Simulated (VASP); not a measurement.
# CdSeS3 (R32) in VASP: relaxation of cell and atoms with PBE

Aim: the relaxation of cell and atoms of CdSeS3 with PBE.

Program: VASP 6.6.1. These are calculated values, not measurements. Logs are shortened: lines on timing, memory, paths and dates and some standing lists are left out, and cuts for length are marked.

## (1) The cell of the first run

The structure is trigonal, space group R32 (No. 155). Conventional cell: a = 6.997 Å, b = 6.997 Å, c = 8.345 Å, α = 90.00°, β = 90.00°, γ = 120.00°. Cd (site symmetry 32) has 12 S at 2.95 to 4.04 Å and 8 Se at 4.17 to 4.27 Å within 4.3 Å. Within 3.3 Å of Se (site symmetry 32) lie 6 S at 2.51 Å. S (site symmetry 2) has 2 Se at 2.51 Å and 1 Cd at 2.95 Å and 2 S at 2.98 Å within 3.3 Å.

The cell was built from a structure type or drawn by symmetry, and may not be a known phase.

## (2) Relaxation of cell and atoms, PBE

INCAR

```
SYSTEM = CdSeS3
PREC = Accurate
ENCUT = 500
EDIFF = 1E-7
ISMEAR = 0
SIGMA = 0.1
LREAL = .False.
LASPH = .True.
NELM = 120
ALGO = Normal
ISIF = 3
LWAVE = .False.
LCHARG = .False.
GGA = PE
IBRION = 2
NSW = 100
EDIFFG = -0.01
GGA_COMPAT = .False.
NELMIN = 4
```

KPOINTS

```
regular mesh
0
Gamma
  12 12 12
  0 0 0
```

POSCAR

```
CdSeS3
1.0
    3.4986786700      2.0199630700      2.7816051800
   -3.4986786700      2.0199630700      2.7816051800
    0.0000000000     -4.0399261400      2.7816051800
Cd Se S
1 1 3
Direct
    0.5000000000      0.5000000000      0.5000000000
    0.0000000000      0.0000000000      0.0000000000
    0.0780339900      0.5000000000      0.9219660100
    0.9219660100      0.0780339900      0.5000000000
    0.5000000000      0.9219660100      0.0780339900
```

Potentials or basis: VASP PAW PBE potentials, release 64 (Cd, Se, S).

The run is started by

```
> cat potpaw_PBE.64/Cd/POTCAR potpaw_PBE.64/Se/POTCAR potpaw_PBE.64/S/POTCAR > POTCAR
> mpirun -np 1 vasp_std > vasp.out
```

OUTCAR:

```text
SYSTEM = CdSeS3
   PREC = Accurate
   ENCUT = 500
   EDIFF = 1E-7
   ISMEAR = 0
   LREAL = .False.
   LASPH = .True.
   NELM = 120
   ISIF = 3
   GGA = PE
   IBRION = 2
   NSW = 100
   EDIFFG = -0.01
   NELMIN = 4

 ion  position               nearest neighbor table
   1  0.500  0.500  0.500-   3 2.95   5 2.95   4 2.95
   2  0.000  0.000  0.000-   4 2.51   4 2.51   3 2.51   5 2.51   3 2.51   5 2.51
   3  0.078  0.500  0.922-   2 2.51   2 2.51   1 2.95
   4  0.922  0.078  0.500-   2 2.51   2 2.51   1 2.95
   5  0.500  0.922  0.078-   2 2.51   2 2.51   1 2.95

  LATTYP: Found a trigonal (rhomboedric) cell.
 ALAT       =     4.9049292164
 COS(alpha) =    -0.0175895103

  Lattice vectors:

 A1 = (   3.4986786700,   2.0199630700,   2.7816051800)
 A2 = (  -3.4986786700,   2.0199630700,   2.7816051800)
 A3 = (   0.0000000000,  -4.0399261400,   2.7816051800)

Analysis of symmetry for initial positions (statically):
=====================================================================
 Subroutine PRICEL returns:
 Original cell was already a primitive cell.

 Routine SETGRP: Setting up the symmetry group for a
 trigonal (rhombohedral) supercell.

 Subroutine GETGRP returns: Found  6 space group operations
 (whereof  6 operations were pure point group operations)
 out of a pool of 12 trial point group operations.

The static configuration has the point symmetry D_3 .

Analysis of symmetry for dynamics (positions and initial velocities):
=====================================================================
 Subroutine PRICEL returns:
 Original cell was already a primitive cell.

 Routine SETGRP: Setting up the symmetry group for a
 trigonal (rhombohedral) supercell.

 Subroutine GETGRP returns: Found  6 space group operations
 (whereof  6 operations were pure point group operations)
 out of a pool of 12 trial point group operations.

The dynamic configuration has the point symmetry D_3 .

 Subroutine INISYM returns: Found  6 space group operations
 (whereof  6 operations are pure point group operations),
 and found     1 'primitive' translations

----------------------------------------------------------------------------------------

                                     Primitive cell

  volume of cell :     117.9490

  direct lattice vectors                    reciprocal lattice vectors
     3.498678670  2.019963070  2.781605180     0.142911095  0.082509759  0.119834884
    -3.498678670  2.019963070  2.781605180    -0.142911095  0.082509759  0.119834884
     0.000000000 -4.039926140  2.781605180     0.000000000 -0.165019519  0.119834884

  length of vectors
     4.904929216  4.904929216  4.904929214     0.203940778  0.203940778  0.203940778

  position of ions in fractional coordinates (direct lattice)
     0.500000000  0.500000000  0.500000000
     0.000000000  0.000000000  0.000000000
     0.078033990  0.500000000  0.921966010
     0.921966010  0.078033990  0.500000000
     0.500000000  0.921966010  0.078033990

  ion indices of the primitive-cell ions
   primitive index   ion index
                 1           1
                 2           2
                 3           3
                 4           4
                 5           5

----------------------------------------------------------------------------------------

 KPOINTS: regular mesh

Automatic generation of k-mesh.
 Grid dimensions read from file:
 generate k-points for:   12   12   12

 Generating k-lattice:

  Cartesian coordinates                     Fractional coordinates (reciprocal lattice)
     0.011909258  0.006875813  0.009986240     0.083333333  0.000000000  0.000000000
    -0.011909258  0.006875813  0.009986240     0.000000000  0.083333333  0.000000000
     0.000000000 -0.013751627  0.009986240     0.000000000  0.000000000  0.083333333

  Length of vectors
     0.016995065  0.016995065  0.016995065

  Shift w.r.t. Gamma in fractional coordinates (k-lattice)
     0.000000000  0.000000000  0.000000000

 Subroutine IBZKPT returns following result:
 ===========================================

 Found    189 irreducible k-points:

 Following reciprocal coordinates:
            Coordinates               Weight
  0.000000  0.000000  0.000000      1.000000
  0.083333  0.000000  0.000000      6.000000
  0.166667  0.000000  0.000000      6.000000
  0.250000  0.000000  0.000000      6.000000
  0.333333  0.000000  0.000000      6.000000
  0.416667  0.000000  0.000000      6.000000
[... 16 lines left out ...]
  0.500000  0.166667 -0.000000     12.000000
 -0.416667  0.166667  0.000000     12.000000
 [... further k-points ...]
   k-points           NKPTS =    189   k-points in BZ     NKDIM =    189   number of bands    NBANDS=     22
   number of dos      NEDOS =    301   number of ions     NIONS =      5
   total plane-waves  NPLWV =  46656
   dimension x,y,z NGX =    36 NGY =   36 NGZ =   36
   dimension x,y,z NGXF=    72 NGYF=   72 NGZF=   72
   ions per type =               1   1   3
   NGX,Y,Z   is equivalent  to a cutoff of  12.20, 12.20, 12.20 a.u.
   NGXF,Y,Z  is equivalent  to a cutoff of  24.40, 24.40, 24.40 a.u.
 SYSTEM =  CdSeS3
   PREC   = accura    normal or accurate (medium, high low for compatibility)
   ISTART =      0    job   : 0-new  1-cont  2-samecut
   ICHARG =      2    charge: 1-file 2-atom 10-const
   ISPIN  =      1    spin polarized calculation?
   LNONCOLLINEAR =      F non collinear calculations
   LSORBIT =      F    spin-orbit coupling
   LASPH  =      T    aspherical Exc in radial PAW
   ENCUT  =  500.0 eV  36.75 Ry    6.06 a.u.   8.94  8.94  8.94*2*pi/ulx,y,z
   NELM   =    120;   NELMIN=  4; NELMDL= -5     # of ELM steps
   EDIFF  = 0.1E-06   stopping-criterion for ELM
   LREAL  =      F    real-space projection
   EDIFFG = -.1E-01   stopping-criterion for IOM
   NSW    =    100    number of steps for IOM
   IBRION =      2    ionic relax: 0-MD 1-quasi-New 2-CG
   NFREE  =      1    steps in history (QN), initial steepest desc. (CG)
   ISIF   =      3    stress and relaxation
   ISYM   =      2    0-nonsym 1-usesym 2-fastsym
   POTIM  = 0.5000    time-step for ionic-motion
   TEBEG  =    0.0;   TEEND  =   0.0 temperature during run
   PSTRESS=    0.0 pullay stress
   NELECT =      36.0000    total number of electrons
   NUPDOWN=      -1.0000    fix difference up-down
   EMIN   =  10.00;   EMAX   =-10.00  energy-range for DOS
   EFERMI =   0.00;   METHOD = LEGACY
   ISMEAR =     0;   SIGMA  =   0.10  broadening in eV -4-tet -1-fermi 0-gaus
   EFERMI_NEDOS =   21; number of points for ismear=-14 and -15
   IALGO  =     38    algorithm
   IMIX   =      4    mixing-type and parameters
     AMIX     =   0.40;   BMIX     =  1.00
     AMIX_MAG =   1.60;   BMIX_MAG =  1.00
  volume/ion in A,a.u.               =      23.59       159.19
  Fermi-wavevector in a.u.,A,eV,Ry     =   1.102244  2.082938 16.530276  1.214941
  Thomas-Fermi vector in A             =   2.238683
   LORBIT       =      0    0 simple, 1 ext, 2 COOP (PROOUT), +10 PAW based schemes
   GGA     = PE    functional components
   LHFCALC =     F    Hartree Fock is set to
   AEXX    =    0.0000 exact exchange contribution
   IVDW    =     0    specifies the selected vdW correction
   LEPSILON=     F    determine dielectric tensor
   LRPA    =     F    only Hartree local field effects (RPA)
 conjugate gradient relaxation of ions
 non-spin polarized calculation
 Gauss-broadening in eV      SIGMA  =   0.10
  energy-cutoff  :      500.00
  volume of cell :      117.95
 maximum number of plane-waves:      3026
   NGX = 17   NGY = 17   NGZ = 17

--------------------------------------- Ionic step        1  -------------------------------------------

 number of electron      35.9999992 magnetization

 Free energy of the ion-electron system (eV)
  ---------------------------------------------------
  ext. energy  EPLUGINS =         0.00000000
  ---------------------------------------------------
  free energy    TOTEN  =       -14.48197403 eV

  energy without entropy =      -14.46472364  energy(sigma->0) =      -14.47334883

------------------------ aborting loop because EDIFF is reached ----------------------------------------

  FORCE on cell =-STRESS in cart. coord.  units (eV):
  Direction    XX          YY          ZZ          XY          YZ          ZX
  --------------------------------------------------------------------------------------
  -------------------------------------------------------------------------------------
  Total       -3.4351929     -3.4351929      2.5904491      0.0000000      0.0000000      0.0000000
  in kB      -46.6624443    -46.6624442     35.1877441      0.0000000      0.0000000      0.0000000
  external PRESSURE =     -19.3790482 kB  Pullay stress =       0.0000000 kB
[... 98 lines left out ...]
  FREE ENERGIE OF THE ION-ELECTRON SYSTEM (eV)
  ---------------------------------------------------
  free  energy   TOTEN  =       -14.9298471170 eV

  energy  without entropy=      -14.9159397714  energy(sigma->0) =      -14.92289344

[... ionic steps 4 to 12 ...]

--------------------------------------- Ionic step       13  -------------------------------------------

 number of electron      35.9999990 magnetization

------------------------ aborting loop because EDIFF is reached ----------------------------------------

  FORCE on cell =-STRESS in cart. coord.  units (eV):
  Direction    XX          YY          ZZ          XY          YZ          ZX
  --------------------------------------------------------------------------------------
  -------------------------------------------------------------------------------------
  Total       -0.1363598     -0.1363598      0.0207832      0.0000000      0.0000000      0.0000000
  in kB       -1.8882674     -1.8882674      0.2877991      0.0000000      0.0000000      0.0000000
  external PRESSURE =      -1.1629119 kB  Pullay stress =       0.0000000 kB
[... 63 lines left out ...]
  energy  without entropy=      -15.2325701429  energy(sigma->0) =      -15.23961494

--------------------------------------- Ionic step       15  -------------------------------------------

 number of electron      35.9999991 magnetization

 Free energy of the ion-electron system (eV)
  ---------------------------------------------------
  ext. energy  EPLUGINS =         0.00000000
  ---------------------------------------------------
  free energy    TOTEN  =       -15.24690476 eV

  energy without entropy =      -15.23279559  energy(sigma->0) =      -15.23985018

 E-fermi :   3.0929     XC(G=0):  -9.4085

 val. band max:        3.0875905503   @ k =  -0.1667   0.5000   0.1667
 cond. band min:       3.0944003177   @ k =   0.5000   0.4167  -0.0000
 fundamental gap:      0.0068097674
 Fermi energy:         3.0928886000

 k-point     1 :       0.0000    0.0000    0.0000
  band No.  band energies     occupation
      1     -12.6389      2.00000
      2      -8.6944      2.00000
      3      -8.6944      2.00000
      4      -7.3285      2.00000
      5      -4.9619      2.00000
      6      -4.9619      2.00000
[... 574 lines left out ...]
      6      -4.9825      2.00000
[... 14 lines left out ...]
     21       6.0126      0.00000
     22       6.6882      0.00000

 [... further k-points ...]

------------------------ aborting loop because EDIFF is reached ----------------------------------------

  FORCE on cell =-STRESS in cart. coord.  units (eV):
  Direction    XX          YY          ZZ          XY          YZ          ZX
  --------------------------------------------------------------------------------------
  -------------------------------------------------------------------------------------
  Total        0.0115565      0.0115565      0.0121095      0.0000000     -0.0000000      0.0000000
  in kB        0.1602880      0.1602880      0.1679579      0.0000000     -0.0000000      0.0000000
  external PRESSURE =       0.1628446 kB  Pullay stress =       0.0000000 kB
[... 20 lines left out ...]
  FREE ENERGIE OF THE ION-ELECTRON SYSTEM (eV)
  ---------------------------------------------------
  free  energy   TOTEN  =       -15.2469047600 eV

  energy  without entropy=      -15.2327955914  energy(sigma->0) =      -15.23985018

 reached required accuracy - stopping structural energy minimisation
```

It took 52 min on 1 thread of Intel Xeon Platinum 8259CL at 2.50GHz (Skylake/Cascade Lake), shared host; peak memory 0.59 GiB.

Results:

```
Free energy                           : -15.2469 eV
Relaxed volume                        : 23.10 Å³/atom
Relaxed cell                          : a = 4.905 Å, b = 4.905 Å, c = 4.905 Å, α = 82.96°, β = 82.96°, γ = 82.96°
Space group after relaxing (to 0.1 Å) : R32 (No. 155)
Energy gained by relaxing             : 153.0 meV/atom
Ionic steps                           : 15
Pressure after relaxing               : 0.0 GPa
Largest force after relaxing          : 0.007 eV/Å
Band gap on the k mesh                : zero (bands 18 and 19 overlap by 0.10 eV)
```

Forces in eV/Å, atoms in the order of the input:
```
Cd   0.000  0.000  0.000
Se   0.000  0.000  0.000
S   -0.003 -0.006  0.000
S    0.007  0.000  0.000
S   -0.003  0.006  0.000
```

The path:
| step | energy change (eV) | largest force (eV/Å) | pressure (GPa) | volume (Å³) |
| --- | --- | --- | --- | --- |
| 1 | 0.0000 | 0.2536 | -1.94 | 117.95 |
| 2 | -0.2730 | 0.3977 | -0.09 | 113.02 |
| 3 | -0.4479 | 0.4677 | 3.33 | 106.86 |
| 4 | -0.4489 | 0.4614 | 4.72 | 104.95 |
| 5 | -0.5809 | 0.4483 | 3.52 | 107.13 |
| 6 | -0.6368 | 0.3240 | 2.61 | 109.57 |
| 7 | -0.6898 | 0.3715 | 0.51 | 113.06 |
| 8 | -0.6976 | 0.3972 | -0.61 | 115.22 |
| 9 | -0.7170 | 0.3431 | -0.50 | 115.15 |
| 10 | -0.7557 | 0.1630 | -0.08 | 114.91 |
| 11 | -0.7312 | 0.2713 | 1.21 | 114.36 |
| 12 | -0.7634 | 0.0306 | 0.27 | 114.75 |
| 13 | -0.7647 | 0.0173 | -0.12 | 115.70 |
| 14 | -0.7647 | 0.0178 | -0.10 | 115.66 |
| 15 | -0.7649 | 0.0067 | 0.02 | 115.51 |

Final structure:
```
CELL_PARAMETERS angstrom
3.24867 1.87562 3.15962
-3.24867 1.87562 3.15962
0.00000 -3.75124 3.15962
ATOMIC_POSITIONS crystal
Cd 0.50000 0.50000 0.50000
Se 0.00000 0.00000 0.00000
S 0.10807 0.50000 0.89193
S 0.89193 0.10807 0.50000
S 0.50000 0.89193 0.10807
```

Caveat: semilocal functionals underestimate gaps, so a narrow gap can read as zero.
